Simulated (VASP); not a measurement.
Input of a VASP 6.6.1 run:

INCAR

```
SYSTEM = Ta
ALGO = Normal ; EDIFF = 1E-7
ENCUT = 520 ; GGA = PE
ISIF = 2 ; ISMEAR = 1
LASPH = .True. ; LCHARG = .False.
LREAL = .False. ; LWAVE = .False.
NBANDS = 12 ; NELM = 80
PREC = Accurate ; SIGMA = 0.1
```

The input KPOINTS:

```
k-points
0
Gamma
  18 18 18
  0 0 0
```

The input POSCAR:

```
Ta
1.0
   -1.5901714585      1.5901714585      1.5901714585
    1.5901714585     -1.5901714585      1.5901714585
    1.5901714585      1.5901714585     -1.5901714585
Ta
1
Direct
    0.0000000000      0.0000000000      0.0000000000
```

Potentials or basis: VASP PAW PBE potentials, release 64 (Ta_pv).

Command:

```bash
$ cat potpaw_PBE.64/Ta_pv/POTCAR > POTCAR
$ mpirun -np 1 vasp_std > vasp.out
```

**Question.** Predict the pressure.

**Answer.** 32.4 GPa.
